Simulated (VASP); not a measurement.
# W (Pbcm) in VASP: notebook

W is run at these levels: PBEsol, BLYP, LDA; tasks: single point.

All numbers are computed with VASP 6.6.1; they aren't measurements. Logs are shortened: lines on timing, memory, paths and dates and some standing lists are left out, and cuts for length are marked.

**1. The cell of the first run**

It takes space group Pbcm (No. 57, orthorhombic). The conventional cell has a = 2.810 Å, b = 4.864 Å, c = 4.924 Å, α = 90.00°, β = 90.00°, γ = 90.00°. Within 3.6 Å of W (site symmetry m) lie 12 W at 2.70 to 3.06 Å.

**2. Single point, PBEsol**

INCAR

```
PREC = Accurate
ENCUT = 500
EDIFF = 1E-6
ISMEAR = 1
SIGMA = 0.1
LREAL = F
LASPH = T
NELM = 120
ALGO = Normal
ISIF = 2
LWAVE = F
LCHARG = T
GGA = PS
LELF = T
LVHAR = T
NBANDS = 36
GGA_COMPAT = F
```

KPOINTS

```
Automatic mesh
0
Gamma
  8 5 5
```

POSCAR

```
W
1.0
    2.8096620000      0.0000000000      0.0000000000
    0.0000000000      4.8638700000      0.0000000000
    0.0000000000      0.0000000000      4.9236950000
W
4
Direct
    0.7931720000      0.5631570000      0.2500000000
    0.2068280000      0.0631570000      0.2500000000
    0.2068280000      0.4368430000      0.7500000000
    0.7931720000      0.9368430000      0.7500000000
```

Potentials or basis: VASP PAW PBE potentials, release 64 (W_sv).

Launch:

```
$ cat potpaw_PBE.64/W_sv/POTCAR > POTCAR
$ mpirun -np 1 vasp_std > vasp.out
```

OUTCAR:

```text
PREC = Accurate
   ENCUT = 500
   EDIFF = 1E-6
   ISMEAR = 1
   LREAL = F
   LASPH = T
   NELM = 120
   ISIF = 2
   GGA = PS

 ion  position               nearest neighbor table
   1  0.793  0.563  0.250-   2 2.70   2 2.70   3 2.79   3 2.79   2 2.94   2 2.94   3 3.03   3 3.03
                             4 3.06   4 3.06
   2  0.207  0.063  0.250-   1 2.70   1 2.70   4 2.79   4 2.79   1 2.94   1 2.94   4 3.03   4 3.03
                             3 3.06   3 3.06
   3  0.207  0.437  0.750-   4 2.70   4 2.70   1 2.79   1 2.79   4 2.94   4 2.94   1 3.03   1 3.03
                             2 3.06   2 3.06
   4  0.793  0.937  0.750-   3 2.70   3 2.70   2 2.79   2 2.79   3 2.94   3 2.94   2 3.03   2 3.03
                             1 3.06   1 3.06

  LATTYP: Found a simple orthorhombic cell.
 ALAT       =     2.8096620000
 B/A-ratio  =     1.7311228183
 C/A-ratio  =     1.7524154151

  Lattice vectors:

 A1 = (   2.8096620000,   0.0000000000,   0.0000000000)
 A2 = (   0.0000000000,   4.8638700000,   0.0000000000)
 A3 = (   0.0000000000,   0.0000000000,   4.9236950000)

Analysis of symmetry for initial positions (statically):
=====================================================================
 Subroutine PRICEL returns:
 Original cell was already a primitive cell.

 Routine SETGRP: Setting up the symmetry group for a
 simple orthorhombic supercell.

 Subroutine GETGRP returns: Found  8 space group operations
 (whereof  2 operations were pure point group operations)
 out of a pool of  8 trial point group operations.

The static configuration has the point symmetry S_2 .
 The point group associated with its full space group is D_2h.

Analysis of symmetry for dynamics (positions and initial velocities):
=====================================================================
 Subroutine PRICEL returns:
 Original cell was already a primitive cell.

 Routine SETGRP: Setting up the symmetry group for a
 simple orthorhombic supercell.

 Subroutine GETGRP returns: Found  8 space group operations
 (whereof  2 operations were pure point group operations)
 out of a pool of  8 trial point group operations.

The dynamic configuration has the point symmetry S_2 .
 The point group associated with its full space group is D_2h.

 Subroutine INISYM returns: Found  8 space group operations
 (whereof  2 operations are pure point group operations),
 and found     1 'primitive' translations

----------------------------------------------------------------------------------------

                                     Primitive cell

  volume of cell :      67.2864

  direct lattice vectors                    reciprocal lattice vectors
     2.809662000  0.000000000  0.000000000     0.355914697  0.000000000  0.000000000
     0.000000000  4.863870000  0.000000000     0.000000000  0.205597600  0.000000000
     0.000000000  0.000000000  4.923695000     0.000000000  0.000000000  0.203099501

  length of vectors
     2.809662000  4.863870000  4.923695000     0.355914697  0.205597600  0.203099501

  position of ions in fractional coordinates (direct lattice)
     0.793172000  0.563157000  0.250000000
     0.206828000  0.063157000  0.250000000
     0.206828000  0.436843000  0.750000000
     0.793172000  0.936843000  0.750000000

  ion indices of the primitive-cell ions
   primitive index   ion index
                 1           1
                 2           2
                 3           3
                 4           4

----------------------------------------------------------------------------------------

 KPOINTS: Automatic mesh

Automatic generation of k-mesh.
 Grid dimensions read from file:
 generate k-points for:    8    5    5

 Generating k-lattice:

  Cartesian coordinates                     Fractional coordinates (reciprocal lattice)
     0.044489337  0.000000000  0.000000000     0.125000000  0.000000000  0.000000000
     0.000000000  0.041119520  0.000000000     0.000000000  0.200000000  0.000000000
     0.000000000  0.000000000  0.040619900     0.000000000  0.000000000  0.200000000

  Length of vectors
     0.044489337  0.041119520  0.040619900

  Shift w.r.t. Gamma in fractional coordinates (k-lattice)
     0.000000000  0.000000000  0.000000000

 Subroutine IBZKPT returns following result:
 ===========================================

 Found     45 irreducible k-points:

 Following reciprocal coordinates:
            Coordinates               Weight
  0.000000  0.000000  0.000000      1.000000
  0.125000  0.000000  0.000000      2.000000
  0.250000  0.000000  0.000000      2.000000
  0.375000  0.000000  0.000000      2.000000
  0.500000  0.000000  0.000000      1.000000
  0.000000  0.200000  0.000000      2.000000
[... 16 lines left out ...]
  0.250000  0.200000  0.200000      8.000000
  0.375000  0.200000  0.200000      8.000000
 [... further k-points ...]
   k-points           NKPTS =     45   k-points in BZ     NKDIM =     45   number of bands    NBANDS=     36
   number of dos      NEDOS =    301   number of ions     NIONS =      4
   total plane-waves  NPLWV =  25920
   dimension x,y,z NGX =    20 NGY =   36 NGZ =   36
   dimension x,y,z NGXF=    40 NGYF=   72 NGZF=   72
   ions per type =               4
   NGX,Y,Z   is equivalent  to a cutoff of  11.83, 12.30, 12.16 a.u.
   NGXF,Y,Z  is equivalent  to a cutoff of  23.67, 24.61, 24.31 a.u.
 SYSTEM =  unknown system
   PREC   = accura    normal or accurate (medium, high low for compatibility)
   ISTART =      0    job   : 0-new  1-cont  2-samecut
   ICHARG =      2    charge: 1-file 2-atom 10-const
   ISPIN  =      1    spin polarized calculation?
   LNONCOLLINEAR =      F non collinear calculations
   LSORBIT =      F    spin-orbit coupling
   LASPH  =      T    aspherical Exc in radial PAW
   ENCUT  =  500.0 eV  36.75 Ry    6.06 a.u.   5.12  8.87  8.98*2*pi/ulx,y,z
   NELM   =    120;   NELMIN=  2; NELMDL= -5     # of ELM steps
   EDIFF  = 0.1E-05   stopping-criterion for ELM
   LREAL  =      F    real-space projection
   EDIFFG = 0.1E-04   stopping-criterion for IOM
   NSW    =      0    number of steps for IOM
   IBRION =     -1    ionic relax: 0-MD 1-quasi-New 2-CG
   NFREE  =      0    steps in history (QN), initial steepest desc. (CG)
   ISIF   =      2    stress and relaxation
   ISYM   =      2    0-nonsym 1-usesym 2-fastsym
   POTIM  = 0.5000    time-step for ionic-motion
   TEBEG  =    0.0;   TEEND  =   0.0 temperature during run
   PSTRESS=    0.0 pullay stress
   NELECT =      56.0000    total number of electrons
   NUPDOWN=      -1.0000    fix difference up-down
   EMIN   =  10.00;   EMAX   =-10.00  energy-range for DOS
   EFERMI =   0.00;   METHOD = LEGACY
   ISMEAR =     1;   SIGMA  =   0.10  broadening in eV -4-tet -1-fermi 0-gaus
   EFERMI_NEDOS =   21; number of points for ismear=-14 and -15
   IALGO  =     38    algorithm
   IMIX   =      4    mixing-type and parameters
     AMIX     =   0.40;   BMIX     =  1.00
     AMIX_MAG =   1.60;   BMIX_MAG =  1.00
  volume/ion in A,a.u.               =      16.82       113.52
  Fermi-wavevector in a.u.,A,eV,Ry     =   1.539909  2.910006 32.263772  2.371320
  Thomas-Fermi vector in A             =   2.646071
   LORBIT       =      0    0 simple, 1 ext, 2 COOP (PROOUT), +10 PAW based schemes
   GGA     = PS    functional components
   LHFCALC =     F    Hartree Fock is set to
   AEXX    =    0.0000 exact exchange contribution
   IVDW    =     0    specifies the selected vdW correction
   LEPSILON=     F    determine dielectric tensor
   LRPA    =     F    only Hartree local field effects (RPA)
 non-spin polarized calculation
 Methfessel and Paxton  Order N= 1 SIGMA  =   0.10
  energy-cutoff  :      500.00
  volume of cell :       67.29
 maximum number of plane-waves:      1721
   NGX = 11   NGY = 17   NGZ = 17

 number of electron      56.0000013 magnetization

 Free energy of the ion-electron system (eV)
  ---------------------------------------------------
  ext. energy  EPLUGINS =         0.00000000
  ---------------------------------------------------
  free energy    TOTEN  =       -53.07160648 eV

  energy without entropy =      -53.06945330  energy(sigma->0) =      -53.07088875

 E-fermi :  10.1520     XC(G=0): -13.3980

 val. band max:       10.1485214747   @ k =   0.0000   0.4000   0.2000
 cond. band min:      10.1563052217   @ k =   0.0000   0.2000   0.2000
 fundamental gap:      0.0077837470
 Fermi energy:        10.1520132259

 k-point     1 :       0.0000    0.0000    0.0000
  band No.  band energies     occupation
      1     -63.6733      2.00000
      2     -63.5963      2.00000
      3     -63.5631      2.00000
      4     -63.5145      2.00000
      5     -28.4461      2.00000
      6     -28.3918      2.00000
[... 28 lines left out ...]
     35      14.2407      0.00000
     36      14.6365      0.00000

 k-point     2 :       0.1250    0.0000    0.0000
  band No.  band energies     occupation
      1     -63.6625      2.00000
      2     -63.5891      2.00000
      3     -63.5578      2.00000
      4     -63.5127      2.00000
      5     -28.4032      2.00000
      6     -28.3538      2.00000
[... 28 lines left out ...]
     35      13.5837      0.00000
     36      14.1036      0.00000

 k-point     3 :       0.2500    0.0000    0.0000
  band No.  band energies     occupation
      1     -63.6352      2.00000
      2     -63.5716      2.00000
      3     -63.5451      2.00000
      4     -63.5098      2.00000
      5     -28.2894      2.00000
      6     -28.2523      2.00000
[... 28 lines left out ...]
     35      13.2346      0.00000
     36      13.9100      0.00000

 k-point     4 :       0.3750    0.0000    0.0000
  band No.  band energies     occupation
      1     -63.6046      2.00000
      2     -63.5534      2.00000
      3     -63.5329      2.00000
      4     -63.5100      2.00000
      5     -28.1646      2.00000
      6     -28.1273      2.00000
[... 28 lines left out ...]
     35      13.5661      0.00000
     36      13.8817      0.00000

 k-point     5 :       0.5000    0.0000    0.0000
  band No.  band energies     occupation
      1     -63.5901      2.00000
      2     -63.5456      2.00000
      3     -63.5282      2.00000
      4     -63.5119      2.00000
      5     -28.1572      2.00000
      6     -28.1185      2.00000
[... 655 lines left out ...]
 k-point    22 :       0.1250    0.2000    0.2000
  band No.  band energies     occupation
      1     -63.6461      2.00000
      2     -63.5884      2.00000
      3     -63.5635      2.00000
      4     -63.5244      2.00000
      5     -28.3286      2.00000
      6     -28.2522      2.00000
[... 28 lines left out ...]
     35      13.2213      0.00000
     36      14.1308      0.00000

 k-point    23 :       0.2500    0.2000    0.2000
  band No.  band energies     occupation
      1     -63.6210      2.00000
      2     -63.5713      2.00000
      3     -63.5504      2.00000
      4     -63.5190      2.00000
      5     -28.2540      2.00000
      6     -28.1912      2.00000
[... 28 lines left out ...]
     35      12.7263      0.00000
     36      14.1394      0.00000

 k-point    24 :       0.3750    0.2000    0.2000
  band No.  band energies     occupation
      1     -63.5934      2.00000
      2     -63.5537      2.00000
      3     -63.5379      2.00000
      4     -63.5161      2.00000
      5     -28.2696      2.00000
      6     -28.2137      2.00000
[... 28 lines left out ...]
     35      13.9517      0.00000
     36      14.4016      0.00000

 [... further k-points ...]

------------------------ aborting loop because EDIFF is reached ----------------------------------------

  FORCE on cell =-STRESS in cart. coord.  units (eV):
  Direction    XX          YY          ZZ          XY          YZ          ZX
  --------------------------------------------------------------------------------------
  -------------------------------------------------------------------------------------
  Total       -5.0174571     -3.9511167     -4.1070111     -0.0000000      0.0000000      0.0000000
  in kB     -119.4722573    -94.0812898    -97.7933409     -0.0000000      0.0000000      0.0000000
  external PRESSURE =    -103.7822960 kB  Pullay stress =       0.0000000 kB

 VOLUME and BASIS-vectors are now :
 -----------------------------------------------------------------------------
  energy-cutoff  :      500.00
  volume of cell :       67.29
      direct lattice vectors                 reciprocal lattice vectors
     2.809662000  0.000000000  0.000000000     0.355914697  0.000000000  0.000000000
     0.000000000  4.863870000  0.000000000     0.000000000  0.205597600  0.000000000
     0.000000000  0.000000000  4.923695000     0.000000000  0.000000000  0.203099501

 POSITION                                       TOTAL-FORCE (eV/Angst)
 -----------------------------------------------------------------------------------
      2.22855      2.73912      1.23092        -0.015741     -0.018473      0.000000
      0.58112      0.30719      1.23092         0.015741     -0.018473      0.000000
      0.58112      2.12475      3.69277         0.015741      0.018473      0.000000
      2.22855      4.55668      3.69277        -0.015741      0.018473      0.000000
 -----------------------------------------------------------------------------------
    total drift:                               -0.000000      0.000000     -0.000000

  FREE ENERGIE OF THE ION-ELECTRON SYSTEM (eV)
  ---------------------------------------------------
  free  energy   TOTEN  =       -53.0716064834 eV

  energy  without entropy=      -53.0694532972  energy(sigma->0) =      -53.07088875
```

Wall time 33 s (1 thread of Intel Xeon 6975P-C (Granite Rapids), shared host); peak memory 0.21 GiB.

What came out:

| Property | Result |
| --- | --- |
| Free energy | -53.0716 eV |
| Pressure | -10.4 GPa |
| Largest force | 0.024 eV/Å |
| Band gap on the k mesh | zero (bands 28 and 29 overlap by 1.29 eV) |

Forces on the atoms (eV/Å):
```
W   -0.016 -0.018  0.000
W    0.016 -0.018  0.000
W    0.016  0.018  0.000
W   -0.016  0.018  0.000
```

Stress tensor (GPa, compression positive):
```
-11.95   0.00   0.00
  0.00  -9.41   0.00
  0.00   0.00  -9.78
```

Caveat: the cell stands under tension; the PAW data sets were made with another functional, which shifts forces and pressure a little; spin-orbit coupling is left out, which moves the levels of the heavy elements.

(Continued in part 2 of 2.)
